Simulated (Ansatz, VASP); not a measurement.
Two plane-wave programs on Si2Cl

```
Si Cl
1.0
     2.04051    1.17809    3.35727
    -2.04051    1.17809    3.35727
     0.00000   -2.35617    3.35727
Si Cl
2 1
Cartesian
  0.0000 0.0000 2.5054
  0.0000 0.0000 7.5664
  0.0000 0.0000 0.0000
```

Alike in both runs: task single point; functional PBE; k mesh 6 × 6 × 6; occupations gaussian, width 0.1 eV; no spin polarisation.

|  | VASP | Ansatz |
| --- | --- | --- |
| version | VASP 6.6.1 | Ansatz 0.2.0 |
| potentials or method | VASP PAW PBE potentials, release 64 (Si, Cl), cutoff 520 eV | scalar-relativistic, plane waves, PAW |
| valence electrons in the cell | 15 | 15 |

|  | VASP | Ansatz | Ansatz less VASP |
| --- | --- | --- | --- |
| gap on the k mesh at the Fermi level (eV) | none | none | - |
| pressure (GPa) | 16.5 | 16.2 | -0.27 |
| traceless stress, the component that is largest in VASP (GPa) | 0.98 | 0.96 | -0.019 |
| rms of the force components (eV/Å) | 0.048 | 0.045 | -0.0030 |

Atom by atom the forces differ by 0.003 eV/Å (rms over components). A gap of «none» marks a metal or a gap that the smearing closes.
